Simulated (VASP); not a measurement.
# Si8N in VASP: notebook

The runs below take Si8N through single point, with PBE+D3(BJ).

Program: VASP 6.6.1. These are calculated values, not measurements. Logs are shortened: lines on timing, memory, paths and dates and some standing lists are left out, and cuts for length are marked.

**1. The cell of the first run**

The cell holds a slab with vacuum, 18 atoms: a = 7.631 Å, b = 6.313 Å, c = 23.032 Å, α = 90.00°, β = 90.00°, γ = 90.00°.

**2. Single point, PBE+D3(BJ)**

INCAR reads:

```
PREC = Accurate
ENCUT = 520
EDIFF = 1E-6
ISMEAR = 0
SIGMA = 0.05
LREAL = Auto
LASPH = True
NELM = 100
ALGO = Normal
ISIF = 2
LWAVE = False
LCHARG = False
LDIPOL = True
IDIPOL = 3
DIPOL = 0.5 0.5 0.295
GGA = PE
IVDW = 12
NBANDS = 52
```

KPOINTS reads:

```
regular mesh
0
Gamma
  4 4 1
```

POSCAR reads:

```
Si8N
1.0
    7.6310340417      0.0000000000      0.0000000000
    0.0000000000      6.3129357835      0.0000000000
    0.0000000000      0.0000000000     23.0318711348
Si N
16 2
Direct
    0.0000000000      0.9369021389      0.1736723854
    0.5000000000      0.9369021389      0.1736723854
    0.0000000000      0.5630978611      0.1736723854
    0.5000000000      0.5630978611      0.1736723854
    0.2500000000      0.4369021389      0.2214950258
    0.7500000000      0.4369021389      0.2214950258
    0.2500000000      0.0630978611      0.2214950258
    0.7500000000      0.0630978611      0.2214950258
    0.2500000000      0.9332664455      0.3177235001
    0.7500000000      0.9332664455      0.3177235001
    0.2500000000      0.5667335545      0.3177235001
    0.7500000000      0.5667335545      0.3177235001
    0.0000000000      0.4266292811      0.3574121741
    0.5000000000      0.4266292811      0.3574121741
    0.0000000000      0.0733707189      0.3574121741
    0.5000000000      0.0733707189      0.3574121741
    0.1250000000      0.9266292811      0.4920082727
    0.1250000000      0.9266292811      0.5397681787
```

Potentials or basis: VASP PAW PBE potentials, release 64 (Si, N).

Command:

```bash
$ cat potpaw_PBE.64/Si/POTCAR potpaw_PBE.64/N/POTCAR > POTCAR
$ mpirun -np 1 vasp_std > vasp.out
```

OUTCAR:

```text
PREC = Accurate
   ENCUT = 520
   EDIFF = 1E-6
   ISMEAR = 0
   LREAL = Auto
   LASPH = True
   NELM = 100
   ISIF = 2
   GGA = PE
   IVDW = 12
 IVDW          = 12

 ion  position               nearest neighbor table
   1  0.000  0.937  0.174-   7 2.34   8 2.34   3 2.36
   2  0.500  0.937  0.174-   7 2.34   8 2.34   4 2.36
   3  0.000  0.563  0.174-   5 2.34   6 2.34   1 2.36
   4  0.500  0.563  0.174-   5 2.34   6 2.34   2 2.36
   5  0.250  0.437  0.221-   3 2.34   4 2.34   7 2.36  11 2.36
   6  0.750  0.437  0.221-   3 2.34   4 2.34   8 2.36  12 2.36
   7  0.250  0.063  0.221-   1 2.34   2 2.34   5 2.36   9 2.36
   8  0.750  0.063  0.221-   1 2.34   2 2.34   6 2.36  10 2.36
   9  0.250  0.933  0.318-  15 2.29  16 2.29  11 2.31   7 2.36
  10  0.750  0.933  0.318-  15 2.29  16 2.29  12 2.31   8 2.36
  11  0.250  0.567  0.318-  13 2.29  14 2.29   9 2.31   5 2.36
  12  0.750  0.567  0.318-  13 2.29  14 2.29  10 2.31   6 2.36
  13  0.000  0.427  0.357-  15 2.23  12 2.29  11 2.29
  14  0.500  0.427  0.357-  16 2.23  12 2.29  11 2.29
  15  0.000  0.073  0.357-  13 2.23  10 2.29   9 2.29
  16  0.500  0.073  0.357-  14 2.23  10 2.29   9 2.29
  17  0.125  0.927  0.492-  18 1.10
  18  0.125  0.927  0.540-  17 1.10

  LATTYP: Found a simple orthorhombic cell.
 ALAT       =     6.3129357835
 B/A-ratio  =     1.2087932308
 C/A-ratio  =     3.6483613844

  Lattice vectors:

 A1 = (   0.0000000000,  -6.3129357835,   0.0000000000)
 A2 = (   7.6310340417,   0.0000000000,   0.0000000000)
 A3 = (   0.0000000000,   0.0000000000,  23.0318711348)

Analysis of symmetry for initial positions (statically):
=====================================================================
 Subroutine PRICEL returns:
 Original cell was already a primitive cell.

 Routine SETGRP: Setting up the symmetry group for a
 simple orthorhombic supercell.

 Subroutine GETGRP returns: Found  1 space group operations
 (whereof  1 operations were pure point group operations)
 out of a pool of  8 trial point group operations.

The static configuration has the point symmetry C_1 .

Analysis of symmetry for dynamics (positions and initial velocities):
=====================================================================
 Subroutine PRICEL returns:
 Original cell was already a primitive cell.

 Routine SETGRP: Setting up the symmetry group for a
 simple orthorhombic supercell.

 Subroutine GETGRP returns: Found  1 space group operations
 (whereof  1 operations were pure point group operations)
 out of a pool of  8 trial point group operations.

The dynamic configuration has the point symmetry C_1 .

 Subroutine INISYM returns: Found  1 space group operations
 (whereof  1 operations are pure point group operations),
 and found     1 'primitive' translations

----------------------------------------------------------------------------------------

                                     Primitive cell

  volume of cell :    1109.5426

  direct lattice vectors                    reciprocal lattice vectors
     7.631034042  0.000000000  0.000000000     0.131043839  0.000000000  0.000000000
     0.000000000  6.312935784  0.000000000     0.000000000  0.158404906  0.000000000
     0.000000000  0.000000000 23.031871135     0.000000000  0.000000000  0.043418096

  length of vectors
     7.631034042  6.312935784 23.031871135     0.131043839  0.158404906  0.043418096

  position of ions in fractional coordinates (direct lattice)
     0.000000000  0.936902139  0.173672385
     0.500000000  0.936902139  0.173672385
     0.000000000  0.563097861  0.173672385
     0.500000000  0.563097861  0.173672385
     0.250000000  0.436902139  0.221495026
     0.750000000  0.436902139  0.221495026
[... 10 lines left out ...]
     0.125000000  0.926629281  0.492008273
     0.125000000  0.926629281  0.539768179

  ion indices of the primitive-cell ions
   primitive index   ion index
                 1           1
                 2           2
                 3           3
                 4           4
                 5           5
                 6           6
[... 10 lines left out ...]
                17          17
                18          18

----------------------------------------------------------------------------------------

 KPOINTS: regular mesh

Automatic generation of k-mesh.
 Grid dimensions read from file:
 generate k-points for:    4    4    1

 Generating k-lattice:

  Cartesian coordinates                     Fractional coordinates (reciprocal lattice)
     0.032760960  0.000000000  0.000000000     0.250000000  0.000000000  0.000000000
     0.000000000  0.039601227  0.000000000     0.000000000  0.250000000  0.000000000
     0.000000000  0.000000000  0.043418096     0.000000000  0.000000000  1.000000000

  Length of vectors
     0.032760960  0.039601227  0.043418096

  Shift w.r.t. Gamma in fractional coordinates (k-lattice)
     0.000000000  0.000000000  0.000000000

 Subroutine IBZKPT returns following result:
 ===========================================

 Found     10 irreducible k-points:

 Following reciprocal coordinates:
            Coordinates               Weight
  0.000000  0.000000  0.000000      1.000000
  0.250000  0.000000  0.000000      2.000000
  0.500000  0.000000  0.000000      1.000000
  0.000000  0.250000  0.000000      2.000000
  0.250000  0.250000  0.000000      2.000000
 -0.250000  0.250000  0.000000      2.000000
  0.500000  0.250000  0.000000      2.000000
  0.000000  0.500000  0.000000      1.000000
  0.250000  0.500000  0.000000      2.000000
  0.500000  0.500000  0.000000      1.000000
   k-points           NKPTS =     10   k-points in BZ     NKDIM =     10   number of bands    NBANDS=     52
   number of dos      NEDOS =    301   number of ions     NIONS =     18
   total plane-waves  NPLWV = 518400
   dimension x,y,z NGX =    60 NGY =   48 NGZ =  180
   dimension x,y,z NGXF=   120 NGYF=   96 NGZF=  360
   ions per type =              16   2
   NGX,Y,Z   is equivalent  to a cutoff of  13.07, 12.64, 12.99 a.u.
   NGXF,Y,Z  is equivalent  to a cutoff of  26.14, 25.28, 25.99 a.u.
 SYSTEM =  unknown system
   PREC   = accura    normal or accurate (medium, high low for compatibility)
   ISTART =      0    job   : 0-new  1-cont  2-samecut
   ICHARG =      2    charge: 1-file 2-atom 10-const
   ISPIN  =      1    spin polarized calculation?
   LNONCOLLINEAR =      F non collinear calculations
   LSORBIT =      F    spin-orbit coupling
   LASPH  =      T    aspherical Exc in radial PAW
   ENCUT  =  520.0 eV  38.22 Ry    6.18 a.u.  14.19 11.74 42.82*2*pi/ulx,y,z
   NELM   =    100;   NELMIN=  2; NELMDL= -5     # of ELM steps
   EDIFF  = 0.1E-05   stopping-criterion for ELM
   LREAL  =      T    real-space projection
   EDIFFG = 0.1E-04   stopping-criterion for IOM
   NSW    =      0    number of steps for IOM
   IBRION =     -1    ionic relax: 0-MD 1-quasi-New 2-CG
   NFREE  =      0    steps in history (QN), initial steepest desc. (CG)
   ISIF   =      2    stress and relaxation
   ISYM   =      2    0-nonsym 1-usesym 2-fastsym
   POTIM  = 0.5000    time-step for ionic-motion
   TEBEG  =    0.0;   TEEND  =   0.0 temperature during run
   PSTRESS=    0.0 pullay stress
   NELECT =      74.0000    total number of electrons
   NUPDOWN=      -1.0000    fix difference up-down
   EMIN   =  10.00;   EMAX   =-10.00  energy-range for DOS
   EFERMI =   0.00;   METHOD = LEGACY
   ISMEAR =     0;   SIGMA  =   0.05  broadening in eV -4-tet -1-fermi 0-gaus
   EFERMI_NEDOS =   21; number of points for ismear=-14 and -15
   IALGO  =     38    algorithm
   IMIX   =      4    mixing-type and parameters
     AMIX     =   0.40;   BMIX     =  1.00
     AMIX_MAG =   1.60;   BMIX_MAG =  1.00
  volume/ion in A,a.u.               =      61.64       415.98
  Fermi-wavevector in a.u.,A,eV,Ry     =   0.663902  1.254593  5.996986  0.440766
  Thomas-Fermi vector in A             =   1.737424
   LORBIT       =      0    0 simple, 1 ext, 2 COOP (PROOUT), +10 PAW based schemes
   GGA     = PE    functional components
   LHFCALC =     F    Hartree Fock is set to
   AEXX    =    0.0000 exact exchange contribution
   IVDW    =    12    specifies the selected vdW correction
   LEPSILON=     F    determine dielectric tensor
   LRPA    =     F    only Hartree local field effects (RPA)
 non-spin polarized calculation
 Gauss-broadening in eV      SIGMA  =   0.05
  energy-cutoff  :      520.00
  volume of cell :     1109.54
 maximum number of plane-waves:     29920
 NGX is ok and might be reduce to    60
   NGX = 29   NGY = 23   NGZ = 85

 dipolmoment           0.000000      0.000000      0.000036 electrons x Angstroem

 number of electron      74.0000001 magnetization

 dipolmoment           0.000000      0.000000     -0.046776 electrons x Angstroem

 Free energy of the ion-electron system (eV)
  ---------------------------------------------------
  ext. energy  EPLUGINS =         0.00000000
  ---------------------------------------------------
  free energy    TOTEN  =       -95.38577172 eV

  energy without entropy =      -95.38104955  energy(sigma->0) =      -95.38341064

 E-fermi :  -1.4660     XC(G=0):  -3.6743

 val. band max:       -1.5161293124   @ k =   0.0000   0.2500   0.0000
 cond. band min:      -1.4213305642   @ k =   0.2500   0.5000   0.0000
 fundamental gap:      0.0947987482
 Fermi energy:        -1.4659909355

 k-point     1 :       0.0000    0.0000    0.0000
  band No.  band energies     occupation
      1     -25.4298      2.00000
      2     -13.1249      2.00000
      3     -11.8098      2.00000
      4     -11.4317      2.00000
      5     -10.7624      2.00000
      6     -10.5708      2.00000
[... 41 lines left out ...]
     48       1.5930      0.00000
     49       1.5951      0.00000

 k-point     2 :       0.2500    0.0000    0.0000
  band No.  band energies     occupation
      1     -25.4298      2.00000
      2     -12.9878      2.00000
      3     -11.9581      2.00000
      4     -11.6705      2.00000
      5     -10.6452      2.00000
      6     -10.6159      2.00000
[... 41 lines left out ...]
     48       1.3625      0.00000
     49       1.4559      0.00000

 k-point     3 :       0.5000    0.0000    0.0000
  band No.  band energies     occupation
      1     -25.4298      2.00000
      2     -12.5862      2.00000
      3     -12.5835      2.00000
      4     -11.2637      2.00000
      5     -11.2571      2.00000
      6     -10.5320      2.00000
[... 41 lines left out ...]
     48       2.1423      0.00000
     49       2.1442      0.00000

 k-point     4 :       0.0000    0.2500    0.0000
  band No.  band energies     occupation
      1     -25.4298      2.00000
      2     -12.9224      2.00000
      3     -11.6155      2.00000
      4     -11.4266      2.00000
      5     -11.2465      2.00000
      6     -10.5489      2.00000
[... 249 lines left out ...]
     48       0.8884      0.00000
     49       0.9326      0.00000

 k-point     9 :       0.2500    0.5000    0.0000
  band No.  band energies     occupation
      1     -25.4298      2.00000
      2     -12.2284      2.00000
      3     -12.1586      2.00000
      4     -11.2016      2.00000
      5     -11.1940      2.00000
      6     -10.9647      2.00000
[... 41 lines left out ...]
     48       1.2183      0.00000
     49       1.2790      0.00000

 k-point    10 :       0.5000    0.5000    0.0000
  band No.  band energies     occupation
      1     -25.4298      2.00000
      2     -11.8287      2.00000
      3     -11.8241      2.00000
      4     -11.7725      2.00000
      5     -11.7704      2.00000
      6     -10.6352      2.00000
[... 41 lines left out ...]
     48       1.8928      0.00000
     49       1.9279      0.00000
 [bands above 49 left out]

------------------------ aborting loop because EDIFF is reached ----------------------------------------

 vacuum level on the upper side and lower side of the slab       (xc-potential included)        -0.182        -0.010

 Edisp (eV)   -4.27935

 E8    (eV) :    -1.8427

  FORCE on cell =-STRESS in cart. coord.  units (eV):
  Direction    XX          YY          ZZ          XY          YZ          ZX
  --------------------------------------------------------------------------------------
  -------------------------------------------------------------------------------------
  Total       3.61161    -2.13403    -0.91818    -0.03635    -0.10519     0.09811
  in kB       5.21516    -3.08154    -1.32585    -0.05249    -0.15190     0.14167
  external pressure =        0.27 kB  Pullay stress =        0.00 kB

 VOLUME and BASIS-vectors are now :
 -----------------------------------------------------------------------------
  energy-cutoff  :      520.00
  volume of cell :     1109.54
      direct lattice vectors                 reciprocal lattice vectors
     7.631034042  0.000000000  0.000000000     0.131043839  0.000000000  0.000000000
     0.000000000  6.312935784  0.000000000     0.000000000  0.158404906  0.000000000
     0.000000000  0.000000000 23.031871135     0.000000000  0.000000000  0.043418096

 POSITION                                       TOTAL-FORCE (eV/Angst)
 -----------------------------------------------------------------------------------
      0.00000      5.91460      4.00000        -0.000510     -0.777749      0.623736
      3.81552      5.91460      4.00000         0.007974     -0.779049      0.615310
      0.00000      3.55480      4.00000         0.001211      0.774871      0.625846
      3.81552      3.55480      4.00000        -0.005561      0.784832      0.642613
      1.90776      2.75814      5.10144         0.001975      0.018170     -0.596285
      5.72328      2.75814      5.10144        -0.000955      0.013156     -0.597136
[... 10 lines left out ...]
      0.95388      5.84975     11.33187         0.059147     -0.057574     -2.121450
      0.95388      5.84975     12.43187        -0.021587      0.019623      2.152477
 -----------------------------------------------------------------------------------
    total drift:                                0.000004     -0.000740      0.021633

  FREE ENERGIE OF THE ION-ELECTRON SYSTEM (eV)
  ---------------------------------------------------
  free  energy   TOTEN  =       -99.6651198079 eV

  energy  without entropy=      -99.6603976384  energy(sigma->0) =      -99.66275872

 vacuum level on the upper side and lower side of the slab         3.019         3.194
```

Wall time 14 min (1 thread of Intel Xeon 6975P-C (Granite Rapids), shared host); peak memory 1.1 GiB.

What came out:

```yaml
Free_energy: -99.6651 eV
Largest_force: 2.153 eV/Å
Band_gap_on_the_k_mesh: zero (bands 37 and 38 overlap by 0.36 eV)
Dispersion_energy_per_atom: -0.238 eV
```

Forces in eV/Å, atoms in the order of the input:
```
Si  -0.001 -0.778  0.624
Si   0.008 -0.779  0.615
Si   0.001  0.775  0.626
Si  -0.006  0.785  0.643
Si   0.002  0.018 -0.596
Si  -0.001  0.013 -0.597
Si  -0.011 -0.011 -0.576
Si   0.006 -0.011 -0.586
Si  -0.002 -0.013  0.003
Si  -0.006 -0.008  0.003
Si  -0.004 -0.003 -0.008
Si   0.005 -0.005  0.001
Si  -0.002 -0.056  0.004
Si  -0.003 -0.063 -0.026
Si  -0.017  0.113 -0.148
Si  -0.008  0.061 -0.011
N    0.059 -0.058 -2.121
N   -0.022  0.020  2.152
```

Levels at points of the mesh, in eV from the Fermi level:
| k point | band 35 | band 36 | band 37 | band 38 | band 39 | band 40 |
| --- | --- | --- | --- | --- | --- | --- |
| (0.00, 0.00, 0.00) | -0.60 | -0.10 | -0.07 | 0.06 | 0.29 | 1.20 |
| (0.50, 0.00, 0.00) | -1.14 | -0.12 | -0.10 | 0.73 | 0.74 | 1.35 |
| (0.00, 0.50, 0.00) | -0.98 | -0.97 | -0.52 | 0.23 | 0.44 | 0.74 |
| (0.50, 0.50, 0.00) | -0.65 | -0.46 | -0.45 | 0.28 | 0.28 | 0.51 |

Caveat: the standard files for N, O and F lose accuracy on very short bonds.

**3. Single point, PBE+D3(BJ)**

INCAR reads:

```
SYSTEM = Si8N
PREC = Accurate
ENCUT = 520
EDIFF = 1E-6
ISMEAR = 0
SIGMA = 0.05
LREAL = Auto
LASPH = .TRUE.
NELM = 80
ALGO = Normal
ISIF = 2
LWAVE = .FALSE.
LCHARG = .FALSE.
LDIPOL = .TRUE.
IDIPOL = 3
DIPOL = 0.5 0.5 0.295
GGA = PE
IVDW = 12
NBANDS = 52
```

KPOINTS reads:

```
Automatic mesh
0
G
  4 4 1
  0 0 0
```

POSCAR: that of step 2 with these lines changed.

```diff
@@ -24,3 +24,3 @@
     0.5000000000      0.0733707189      0.3574121741
-    0.1250000000      0.9266292811      0.4920082727
-    0.1250000000      0.9266292811      0.5397681787
+    0.1250000000      0.6766292811      0.4920082727
+    0.1250000000      0.6766292811      0.5397681787
```

Potentials or basis: VASP PAW PBE potentials, release 64 (Si, N).

Command:

```bash
$ cat potpaw_PBE.64/Si/POTCAR potpaw_PBE.64/N/POTCAR > POTCAR
$ mpirun -np 1 vasp_std > vasp.out
```

It took 14 min on 1 thread of Intel Xeon 6975P-C (Granite Rapids), shared host; peak memory 1.1 GiB.

The run converged. Its results:

```yaml
Free_energy: -99.6851 eV
Largest_force: 2.167 eV/Å
Band_gap_on_the_k_mesh: zero (bands 37 and 38 overlap by 0.36 eV)
Dispersion_energy_per_atom: -0.238 eV
```

Forces in eV/Å, atoms in the order of the input:
```
Si   0.000 -0.780  0.626
Si  -0.002 -0.784  0.634
Si  -0.001  0.782  0.625
Si   0.004  0.782  0.624
Si  -0.005  0.013 -0.581
Si   0.003  0.012 -0.590
Si   0.000 -0.016 -0.591
Si   0.000 -0.013 -0.595
Si  -0.003 -0.004  0.001
Si   0.003 -0.003  0.004
Si  -0.004  0.008  0.003
Si  -0.001  0.007  0.004
Si  -0.002 -0.096 -0.079
Si  -0.008 -0.062 -0.019
Si   0.002  0.071 -0.019
Si  -0.005  0.064 -0.025
N    0.030  0.032 -2.167
N   -0.011 -0.012  2.145
```

Levels at points of the mesh, in eV from the Fermi level:
```csv
k point,band 33,band 34,band 35,band 36,band 37,band 38,band 39,band 40,band 41,band 42
"(0.00, 0.00, 0.00)",-1.03,-0.90,-0.60,-0.10,-0.07,0.06,0.29,1.20,1.45,1.71
"(0.50, 0.00, 0.00)",-1.63,-1.18,-1.14,-0.11,-0.10,0.73,0.73,1.34,1.36,1.89
"(0.00, 0.50, 0.00)",-1.07,-1.03,-0.97,-0.97,-0.52,0.23,0.45,0.74,1.01,1.68
"(0.50, 0.50, 0.00)",-1.89,-0.66,-0.66,-0.46,-0.45,0.28,0.28,0.52,0.57,2.36
```

Caveat: the standard files for N, O and F lose accuracy on very short bonds.

(Continued in part 2 of 2.)

The gap in the log of VASP goes by the Fermi energy; the results here count the filled bands.